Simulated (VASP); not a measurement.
Wanted: the native input for a VASP 6.6.1 run.

```yaml
Task: single point
Functional: PBE
Potentials_or_basis: VASP PAW PBE potentials, release 64 (Li_sv)
Cutoff: 520 eV
k_mesh: 8 × 4 × 2
Occupations: gaussian, width 0.2 eV
Spin: no spin polarisation
Dipole_correction: no
Further_INCAR_settings: ALGO = Fast; EDIFF = 1e-06; NBANDS = 22
```

The structure of Li lies in POSCAR:

```
Li
1.0
    3.1558154160     -0.0002470724      0.0010278751
   -0.0014525422      5.1777185625     -0.0244524912
    0.0017588716     -0.0449985749      9.9797637058
Li
8
Direct
    0.5001586641      0.5005939676     -0.0000361495
   -0.0030336083     -0.0001466576     -0.0001818454
    0.4998748098      0.4993616523      0.4996579796
    0.0020797872     -0.0009349554      0.5005607284
   -0.0018352416      0.3490188326      0.7499944133
    0.5022504739      0.8491189550      0.7499549710
    0.5001349373      0.1517037401      0.2501760448
    0.0003701777      0.6512844654      0.2498738576
```

The input as run:

INCAR

```
SYSTEM = Li
PREC = Accurate
ENCUT = 520
EDIFF = 1E-6
ISMEAR = 0
SIGMA = 0.2
LREAL = .False.
LASPH = .True.
NELM = 80
ALGO = Fast
ISIF = 2
LWAVE = .False.
LCHARG = .False.
GGA = PE
NBANDS = 22
```

KPOINTS

```
Automatic mesh
0
Gamma
  8 4 2
  0 0 0
```

Potentials or basis: VASP PAW PBE potentials, release 64 (Li_sv).

Run with:

```sh
$ cat potpaw_PBE.64/Li_sv/POTCAR > POTCAR
$ mpirun -np 1 vasp_std > vasp.out
```

It gave:

- Largest force: 0.011 eV/Å
- Band gap on the k mesh: zero (band 12 reaches 1.55 eV, above the bottom of band 13 at -0.74 eV)

Run time: 110 s on 1 thread of AMD EPYC 9R45 96-Core Processor (Zen 5), on a shared host, peak memory 0.25 GiB.
